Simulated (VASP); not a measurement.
Crystal: Ge3Pd.

```
Pd Ge
1.0
     4.08604    0.00000    0.00000
     0.00000    4.08604    0.00000
     0.00000    0.00000    4.08604
Pd Ge
1 3
Direct
  0.00000 0.00000 0.00000
  0.50000 0.50000 0.00000
  0.50000 0.00000 0.50000
  0.00000 0.50000 0.50000
```

Program: VASP 6.6.1. Alike in all runs: task single point; no spin polarisation; cell as given; k mesh 7 × 7 × 7; cutoff (eV) 520; smearing fermi-dirac 0.05 eV.

Task: Order these runs on this cell by their pressure, lowest first.
A. level LDA; potentials or basis VASP PAW LDA potentials, release 64 (Pd, Ge_d)
B. level PBE; potentials or basis VASP PAW PBE potentials, release 64 (Pd, Ge_d)
C. level r2SCAN; potentials or basis VASP PAW PBE potentials, release 64 (Pd, Ge_d)

Result: A (-3.5 GPa), C (0.9 GPa), B (4.0 GPa).

Caveats: the PAW data sets were made with another functional, which shifts forces and pressure a little (some runs).
